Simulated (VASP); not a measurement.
# ZrSi2 (Cmcm) in VASP: single point with PBEsol

Aim: the single point of ZrSi2 with PBEsol.

Everything below comes from runs of VASP 6.6.1. Logs are shortened: lines on timing, memory, paths and dates and some standing lists are left out, and cuts for length are marked.

## 1. The cell of the first run

The structure is orthorhombic, space group Cmcm (No. 63). Conventional cell: a = 3.674 Å, b = 14.566 Å, c = 3.657 Å, α = 90.00°, β = 90.00°, γ = 90.00°. Zr (site symmetry m2m) has 10 Si at 2.70 to 2.95 Å and 6 Zr at 3.56 to 3.67 Å within 3.7 Å. Within 3.2 Å of Si (site symmetry m2m) lie 2 Si at 2.41 Å and 6 Zr at 2.70 to 2.95 Å. Within 3.4 Å of Si (site symmetry m2m) lie 8 Si at 2.59 to 3.40 Å and 4 Zr at 2.80 Å.

## 2. Single point, PBEsol

File INCAR:

```
PREC = Accurate
ENCUT = 520
EDIFF = 1E-6
ISMEAR = 0
SIGMA = 0.15
LREAL = False
LASPH = True
NELM = 100
ALGO = Normal
ISIF = 2
LWAVE = False
LCHARG = False
GGA = PS
NBANDS = 52
KPAR = 2
```

File KPOINTS:

```
regular mesh
0
Gamma
  13 13 4
```

File POSCAR:

```
ZrSi2
1.0
   -3.6742585517      0.0000000000      0.0000000000
    0.0000000000      0.0000000000     -3.6567655751
    0.0000000000    -14.5658900290      0.0000000000
Zr Si
4 8
Direct
    0.0000000000      0.2500000000      0.8952826024
    0.5000000000      0.2500000000      0.3952826024
    0.0000000000      0.7500000000      0.1047173976
    0.5000000000      0.7500000000      0.6047173976
    0.0000000000      0.2500000000      0.5539585034
    0.5000000000      0.2500000000      0.0539585034
    0.0000000000      0.7500000000      0.4460414966
    0.5000000000      0.7500000000      0.9460414966
    0.0000000000      0.2500000000      0.2502317899
    0.5000000000      0.2500000000      0.7502317899
    0.0000000000      0.7500000000      0.7497682101
    0.5000000000      0.7500000000      0.2497682101
```

Potentials or basis: VASP PAW PBE potentials, release 64 (Zr_sv, Si).

The run is started by

```console
cat potpaw_PBE.64/Zr_sv/POTCAR potpaw_PBE.64/Si/POTCAR > POTCAR
mpirun -np 2 vasp_std > vasp.out
```

OUTCAR:

```text
PREC = Accurate
   ENCUT = 520
   EDIFF = 1E-6
   ISMEAR = 0
   LREAL = False
   LASPH = True
   NELM = 100
   ISIF = 2
   GGA = PS

 ion  position               nearest neighbor table
   1  0.000  0.250  0.895-   8 2.70   8 2.70   8 2.70   8 2.70  11 2.80  11 2.80  10 2.80  10 2.80
                             6 2.95   6 2.95   3 3.56   3 3.56
   2  0.500  0.250  0.395-   7 2.70   7 2.70   7 2.70   7 2.70  12 2.80  12 2.80   9 2.80   9 2.80
                             5 2.95   5 2.95   4 3.56   4 3.56
   3  0.000  0.750  0.105-   6 2.70   6 2.70   6 2.70   6 2.70   9 2.80   9 2.80  12 2.80  12 2.80
                             8 2.95   8 2.95   1 3.56   1 3.56
   4  0.500  0.750  0.605-   5 2.70   5 2.70   5 2.70   5 2.70  10 2.80  10 2.80  11 2.80  11 2.80
                             7 2.95   7 2.95   2 3.56   2 3.56
   5  0.000  0.250  0.554-   7 2.41   7 2.41   4 2.70   4 2.70   4 2.70   4 2.70   2 2.95   2 2.95
[... 11 lines left out ...]
  11  0.000  0.750  0.750-  10 2.59  10 2.59  10 2.59  10 2.59   1 2.80   1 2.80   4 2.80   4 2.80

  12  0.500  0.750  0.250-   9 2.59   9 2.59   9 2.59   9 2.59   2 2.80   2 2.80   3 2.80   3 2.80

  LATTYP: Found a simple orthorhombic cell.
 ALAT       =     3.6567655751
 B/A-ratio  =     1.0047837293
 C/A-ratio  =     3.9832714813

  Lattice vectors:

 A1 = (   0.0000000000,   0.0000000000,   3.6567655751)
 A2 = (  -3.6742585517,   0.0000000000,   0.0000000000)
 A3 = (   0.0000000000, -14.5658900290,   0.0000000000)

Analysis of symmetry for initial positions (statically):
=====================================================================
 Subroutine PRICEL returns following result:

  LATTYP: Found a base centered orthorhombic cell.
 ALAT       =     3.6742585517
 B/A-ratio  =     3.9643073083
 C/A-ratio  =     0.9952390458

  Lattice vectors:

 A1 = (  -1.8371292758,  -7.2829450145,   0.0000000000)
 A2 = (  -1.8371292759,   7.2829450145,   0.0000000000)
 A3 = (   0.0000000000,   0.0000000000,  -3.6567655751)

   2 primitive cells build up your supercell.

 Routine SETGRP: Setting up the symmetry group for a
 simple orthorhombic supercell.

 Subroutine GETGRP returns: Found  8 space group operations
 (whereof  4 operations were pure point group operations)
 out of a pool of  8 trial point group operations.

The static configuration has the point symmetry C_2h.
 The point group associated with its full space group is D_2h.

Analysis of symmetry for dynamics (positions and initial velocities):
=====================================================================
 Subroutine PRICEL returns following result:

  LATTYP: Found a base centered orthorhombic cell.
 ALAT       =     3.6742585517
 B/A-ratio  =     3.9643073083
 C/A-ratio  =     0.9952390458

  Lattice vectors:

 A1 = (  -1.8371292758,  -7.2829450145,   0.0000000000)
 A2 = (  -1.8371292759,   7.2829450145,   0.0000000000)
 A3 = (   0.0000000000,   0.0000000000,  -3.6567655751)

   2 primitive cells build up your supercell.

 Routine SETGRP: Setting up the symmetry group for a
 simple orthorhombic supercell.

 Subroutine GETGRP returns: Found  8 space group operations
 (whereof  4 operations were pure point group operations)
 out of a pool of  8 trial point group operations.

The dynamic configuration has the point symmetry C_2h.
 The point group associated with its full space group is D_2h.

 Subroutine INISYM returns: Found  8 space group operations
 (whereof  4 operations are pure point group operations),
 and found     2 'primitive' translations

----------------------------------------------------------------------------------------

                                     Primitive cell

  volume of cell :      97.8529

  direct lattice vectors                    reciprocal lattice vectors
    -1.837129276 -7.282945015  0.000000000    -0.272163754 -0.068653546  0.000000000
    -1.837129276  7.282945015  0.000000000    -0.272163754  0.068653546  0.000000000
     0.000000000  0.000000000 -3.656765575     0.000000000  0.000000000 -0.273465712

  length of vectors
     7.511080619  7.511080619  3.656765575     0.280689184  0.280689184  0.273465712

  position of ions in fractional coordinates (direct lattice)
     0.895282602  0.104717398  0.250000000
     0.104717398  0.895282602  0.750000000
     0.553958503  0.446041497  0.250000000
     0.446041497  0.553958503  0.750000000
     0.250231790  0.749768210  0.250000000
     0.749768210  0.250231790  0.750000000

  ion indices of the primitive-cell ions
   primitive index   ion index
                 1           1
                 2           3
                 3           5
                 4           7
                 5           9
                 6          11

----------------------------------------------------------------------------------------

 KPOINTS: regular mesh

Automatic generation of k-mesh.
 Grid dimensions read from file:
 generate k-points for:   13   13    4

 Generating k-lattice:

  Cartesian coordinates                     Fractional coordinates (reciprocal lattice)
    -0.020935673  0.000000000  0.000000000     0.076923077  0.000000000  0.000000000
     0.000000000  0.000000000 -0.021035824     0.000000000  0.076923077  0.000000000
     0.000000000 -0.017163386  0.000000000     0.000000000  0.000000000  0.250000000

  Length of vectors
     0.020935673  0.021035824  0.017163386

  Shift w.r.t. Gamma in fractional coordinates (k-lattice)
     0.000000000  0.000000000  0.000000000

 Subroutine IBZKPT returns following result:
 ===========================================

 Found    147 irreducible k-points:

 Following reciprocal coordinates:
            Coordinates               Weight
  0.000000  0.000000  0.000000      1.000000
  0.076923  0.000000  0.000000      2.000000
  0.153846  0.000000  0.000000      2.000000
  0.230769  0.000000  0.000000      2.000000
  0.307692  0.000000  0.000000      2.000000
  0.384615  0.000000  0.000000      2.000000
[... 16 lines left out ...]
  0.076923  0.230769  0.000000      4.000000
  0.153846  0.230769  0.000000      4.000000
 [... further k-points ...]
   k-points           NKPTS =    147   k-points in BZ     NKDIM =    147   number of bands    NBANDS=     52
   number of dos      NEDOS =    301   number of ions     NIONS =     12
   total plane-waves  NPLWV =  84672
   dimension x,y,z NGX =    28 NGY =   28 NGZ =  108
   dimension x,y,z NGXF=    56 NGYF=   56 NGZF=  216
   ions per type =               4   8
   NGX,Y,Z   is equivalent  to a cutoff of  12.67, 12.73, 12.33 a.u.
   NGXF,Y,Z  is equivalent  to a cutoff of  25.34, 25.46, 24.65 a.u.
 SYSTEM =  unknown system
   PREC   = accura    normal or accurate (medium, high low for compatibility)
   ISTART =      0    job   : 0-new  1-cont  2-samecut
   ICHARG =      2    charge: 1-file 2-atom 10-const
   ISPIN  =      1    spin polarized calculation?
   LNONCOLLINEAR =      F non collinear calculations
   LSORBIT =      F    spin-orbit coupling
   LASPH  =      T    aspherical Exc in radial PAW
   ENCUT  =  520.0 eV  38.22 Ry    6.18 a.u.   6.83  6.80 27.08*2*pi/ulx,y,z
   NELM   =    100;   NELMIN=  2; NELMDL= -5     # of ELM steps
   EDIFF  = 0.1E-05   stopping-criterion for ELM
   LREAL  =      F    real-space projection
   EDIFFG = 0.1E-04   stopping-criterion for IOM
   NSW    =      0    number of steps for IOM
   IBRION =     -1    ionic relax: 0-MD 1-quasi-New 2-CG
   NFREE  =      0    steps in history (QN), initial steepest desc. (CG)
   ISIF   =      2    stress and relaxation
   ISYM   =      2    0-nonsym 1-usesym 2-fastsym
   POTIM  = 0.5000    time-step for ionic-motion
   TEBEG  =    0.0;   TEEND  =   0.0 temperature during run
   PSTRESS=    0.0 pullay stress
   NELECT =      80.0000    total number of electrons
   NUPDOWN=      -1.0000    fix difference up-down
   EMIN   =  10.00;   EMAX   =-10.00  energy-range for DOS
   EFERMI =   0.00;   METHOD = LEGACY
   ISMEAR =     0;   SIGMA  =   0.15  broadening in eV -4-tet -1-fermi 0-gaus
   EFERMI_NEDOS =   21; number of points for ismear=-14 and -15
   IALGO  =     38    algorithm
   IMIX   =      4    mixing-type and parameters
     AMIX     =   0.40;   BMIX     =  1.00
     AMIX_MAG =   1.60;   BMIX_MAG =  1.00
  volume/ion in A,a.u.               =      16.31       110.06
  Fermi-wavevector in a.u.,A,eV,Ry     =   1.214983  2.295985 20.084699  1.476184
  Thomas-Fermi vector in A             =   2.350385
   LORBIT       =      0    0 simple, 1 ext, 2 COOP (PROOUT), +10 PAW based schemes
   GGA     = PS    functional components
   LHFCALC =     F    Hartree Fock is set to
   AEXX    =    0.0000 exact exchange contribution
   IVDW    =     0    specifies the selected vdW correction
   LEPSILON=     F    determine dielectric tensor
   LRPA    =     F    only Hartree local field effects (RPA)
 non-spin polarized calculation
 Gauss-broadening in eV      SIGMA  =   0.15
  energy-cutoff  :      520.00
  volume of cell :      195.71
 maximum number of plane-waves:      5318
 NGX is ok and might be reduce to    28
   NGX = 13   NGY = 13   NGZ = 55

 number of electron      80.0000000 magnetization

 Free energy of the ion-electron system (eV)
  ---------------------------------------------------
  ext. energy  EPLUGINS =         0.00000000
  ---------------------------------------------------
  free energy    TOTEN  =       -91.43100959 eV

  energy without entropy =      -91.40260193  energy(sigma->0) =      -91.41680576

 E-fermi :  10.2595     XC(G=0): -11.4737

 val. band max:       10.2526946170   @ k =   0.3077   0.0000   0.0000
 cond. band min:      10.2598759669   @ k =   0.1538   0.0769   0.2500
 fundamental gap:      0.0071813500
 Fermi energy:        10.2594907420

 k-point     1 :       0.0000    0.0000    0.0000
  band No.  band energies     occupation
      1     -38.3038      2.00000
      2     -38.3035      2.00000
      3     -38.2888      2.00000
      4     -38.2884      2.00000
      5     -16.6059      2.00000
      6     -16.5866      2.00000
[... 1309 lines left out ...]
     51      13.4189      0.00000
     52      13.5266      0.00000

 [... further k-points ...]

------------------------ aborting loop because EDIFF is reached ----------------------------------------

  FORCE on cell =-STRESS in cart. coord.  units (eV):
  Direction    XX          YY          ZZ          XY          YZ          ZX
  --------------------------------------------------------------------------------------
  -------------------------------------------------------------------------------------
  Total        0.2516161      0.2452145      0.1896312      0.0000000      0.0000000      0.0000000
  in kB        2.0598954      2.0074879      1.5524457      0.0000000      0.0000000      0.0000000
  external PRESSURE =       1.8732763 kB  Pullay stress =       0.0000000 kB

 VOLUME and BASIS-vectors are now :
 -----------------------------------------------------------------------------
  energy-cutoff  :      520.00
  volume of cell :      195.71
      direct lattice vectors                 reciprocal lattice vectors
    -3.674258552  0.000000000  0.000000000    -0.272163754  0.000000000  0.000000000
     0.000000000  0.000000000 -3.656765575     0.000000000  0.000000000 -0.273465712
     0.000000000-14.565890029  0.000000000     0.000000000 -0.068653546  0.000000000

 POSITION                                       TOTAL-FORCE (eV/Angst)
 -----------------------------------------------------------------------------------
      0.00000    -13.04059     -0.91419        -0.000000      0.003262     -0.000000
     -1.83713     -5.75764     -0.91419        -0.000000      0.003262     -0.000000
      0.00000     -1.52530     -2.74257        -0.000000     -0.003262     -0.000000
     -1.83713     -8.80825     -2.74257         0.000000     -0.003262     -0.000000
      0.00000     -8.06890     -0.91419         0.000000     -0.008098      0.000000
     -1.83713     -0.78595     -0.91419         0.000000     -0.008098     -0.000000
      0.00000     -6.49699     -2.74257         0.000000      0.008098      0.000000
     -1.83713    -13.77994     -2.74257         0.000000      0.008098      0.000000
      0.00000     -3.64485     -0.91419         0.000000      0.009447      0.000000
     -1.83713    -10.92779     -0.91419         0.000000      0.009447      0.000000
      0.00000    -10.92104     -2.74257         0.000000     -0.009447     -0.000000
     -1.83713     -3.63810     -2.74257         0.000000     -0.009447      0.000000
 -----------------------------------------------------------------------------------
    total drift:                               -0.000000     -0.000000     -0.000000

  FREE ENERGIE OF THE ION-ELECTRON SYSTEM (eV)
  ---------------------------------------------------
  free  energy   TOTEN  =       -91.4310095936 eV

  energy  without entropy=      -91.4026019344  energy(sigma->0) =      -91.41680576
```

Run time: 8.4 min. Hardware: 2 MPI ranks of AMD EPYC 9R14 (Zen 4), shared host; peak memory 1 GiB.

What came out:

- Free energy: -91.4310 eV
- Pressure: 0.2 GPa
- Largest force: 0.009 eV/Å
- Band gap on the k mesh: zero (bands 40 and 41 overlap by 1.01 eV)

Forces in eV/Å, atoms in the order of the input:
```
Zr   0.000  0.003  0.000
Zr   0.000  0.003  0.000
Zr   0.000 -0.003  0.000
Zr   0.000 -0.003  0.000
Si   0.000 -0.008  0.000
Si   0.000 -0.008  0.000
Si   0.000  0.008  0.000
Si   0.000  0.008  0.000
Si   0.000  0.009  0.000
Si   0.000  0.009  0.000
Si   0.000 -0.009  0.000
Si   0.000 -0.009  0.000
```

Caveat: the PAW data sets were made with another functional, which shifts forces and pressure a little.
